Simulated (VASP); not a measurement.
The system is AlCu6.

```xyz
7
Lattice="5.4408 0.0000 0.0000 0.0000 5.4408 0.0000 0.0000 0.0000 3.8122" Properties=species:S:1:pos:R:3 pbc="T T T"
Al    0.0000    0.0000    1.9061
Cu    3.9539    0.0000    0.0000
Cu    1.4868    0.0000    0.0000
Cu    0.0000    3.9539    0.0000
Cu    0.0000    1.4868    0.0000
Cu    2.7204    0.0000    1.9061
Cu    0.0000    2.7204    1.9061
```

The cell was generated, and may not be a known phase.

```yaml
Program: VASP 6.6.1
Task: relaxation of cell and atoms
Functional: PBE
Potentials_or_basis: VASP PAW PBE potentials, release 64 (Al, Cu)
Cutoff: 600 eV
k_mesh: 3 × 3 × 4
Occupations: gaussian, width 0.2 eV
Spin: no spin polarisation
```

At the start: pressure 23.8 GPa; volume 16.12 Å³/atom.

Q: How do energy, volume and symmetry change on relaxing?

A: Over 5 steps the energy falls by 289.0 meV/atom and the volume is 19.63 Å³/atom (+21.7 %); space group P4/mmm (No. 123, to 0.1 Å) before and after.

Step by step:
```
step  energy change (eV)  largest force (eV/Å)  pressure (GPa)  volume (Å³)
   1              0.0000                3.4908           23.79       112.85
   2             -1.3995                1.0344           -6.04       156.61
   3             -2.0115                0.2496            0.42       136.67
   4             -2.0112                0.2154            0.71       136.16
   5             -2.0230                0.0243           -0.12       137.39
```

Final structure:
```cif
data_structure
_symmetry_space_group_name_H-M 'P 1'
_symmetry_Int_Tables_number 1
_cell_length_a 5.7664
_cell_length_b 5.7664
_cell_length_c 4.1319
_cell_angle_alpha 90.000
_cell_angle_beta 90.000
_cell_angle_gamma 90.000
_cell_volume 137.39
loop_
_atom_site_label
_atom_site_type_symbol
_atom_site_fract_x
_atom_site_fract_y
_atom_site_fract_z
_atom_site_occupancy
Al1 Al 0.00000 0.00000 0.50000 1
Cu1 Cu 0.70994 0.00000 0.00000 1
Cu2 Cu 0.29006 0.00000 0.00000 1
Cu3 Cu 0.00000 0.70994 0.00000 1
Cu4 Cu 0.00000 0.29006 0.00000 1
Cu5 Cu 0.50000 0.00000 0.50000 1
Cu6 Cu 0.00000 0.50000 0.50000 1
```

Caveat: the k points lie up to 0.38 Å⁻¹ apart in the final cell, too coarse for converged energies and pressures of a metal; the volume moved by over 15 % at a fixed basis, so the end points are rough.
